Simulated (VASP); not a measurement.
Ti4Be3Al6Ni3, 16 atoms in the cell. The cell holds a disordered packing, 16 atoms: a = 5.967 Å, b = 6.321 Å, c = 6.092 Å, α = 91.58°, β = 88.30°, γ = 91.60°. 

```yaml
Program: VASP 6.6.1
Task: single point
Functional: PBE
Potentials_or_basis: VASP PAW PBE potentials, release 64 (Al, Ti_sv, Be, Ni)
Cutoff: 520 eV
k_mesh: 1 × 1 × 1, shifted
Occupations: fermi-dirac, width 0.181 eV
Spin: no spin polarisation
Dipole_correction: no
Further_INCAR_settings: LREAL = Auto; ALGO = Normal; EDIFF = 1e-06; NBANDS = 65; ISYM = 0
```

Potentials or basis: VASP PAW PBE potentials, release 64 (Al, Ti_sv, Be, Ni).

The run is started by

```bash
$ cat potpaw_PBE.64/Al/POTCAR potpaw_PBE.64/Ti_sv/POTCAR potpaw_PBE.64/Be/POTCAR potpaw_PBE.64/Ni/POTCAR > POTCAR
$ mpirun -np 1 vasp_std > vasp.out
```

Hardware: 1 thread of Intel Xeon 8259CL (shared host).

Q: How long does it take, and how much memory?

A: It took 2.1 min on 1 thread of Intel Xeon 8259CL, on a shared host, peak memory 0.32 GiB. Counts: scf iterations 22, k points 1.
